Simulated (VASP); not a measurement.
Runs of VASP 6.6.1 on As. The structure is that of space group Pm-3m (No. 221), or close to it. The cells are those of the table. 

```csv
task,cell,k mesh,cutoff (eV),gap on the mesh (eV),pressure (GPa),relaxed volume (Å³/atom)
single point,"a = 2.704 Å, 1 atom",6 × 6 × 6,550,none,0.2,-
relaxation of cell and atoms,"relaxed from a = 2.708 Å, 1 atom",20 × 20 × 20,600,none,0.0,(a)
relaxation of cell and atoms,"relaxed from a = 2.704 Å, 1 atom",16 × 16 × 16,550,none,-0.1,19.79
single point,"a = 2.705 Å, 1 atom",20 × 20 × 20,520,none,0.0,-
single point,"a = 2.705 Å, 1 atom",16 × 16 × 16,550,none,-0.1,-
```

Alike in all rows: level r2SCAN; potentials or basis VASP PAW PBE potentials, release 64 (As); no spin polarisation; smearing gaussian 0.1 eV.

Question: Fill in the values left out.

Answer: (a) 19.80.

Caveats: some runs use coarse meshes; the PAW data sets were made with another functional, which shifts forces and pressure a little.

A k mesh can miss the band edges, and the runs leave out spin-orbit coupling on As.

A gap of «none» marks levels without a gap at the run's occupations.
